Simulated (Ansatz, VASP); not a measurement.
# Two plane-wave programs on P

```
CELL_PARAMETERS angstrom
0.00000 2.73979 2.73979
2.73979 0.00000 2.73979
2.73979 2.73979 0.00000
ATOMIC_POSITIONS crystal
P 0.12500 0.12500 0.12500
P 0.87500 0.87500 0.87500
```

Alike in both runs: task single point; functional LDA; k mesh 12 × 12 × 12; occupations fermi-dirac, width 0.1 eV; no spin polarisation.

|  | VASP | Ansatz |
| --- | --- | --- |
| version | VASP 6.6.1 | Ansatz 0.2.0 |
| potentials or method | VASP PAW LDA potentials, release 64 (P), cutoff 520 eV | plane waves (420 eV) with PAW, scalar-relativistic |
| valence electrons in the cell | 10 | 10 |

|  | VASP | Ansatz | Ansatz less VASP |
| --- | --- | --- | --- |
| pressure (GPa) | -3.4 | -3.3 | +0.08 |

Ansatz warns that its potentials were made for another functional, while VASP's fit it. LDA's correlation is that of Perdew and Zunger in VASP and of Perdew and Wang (1992) in Ansatz.
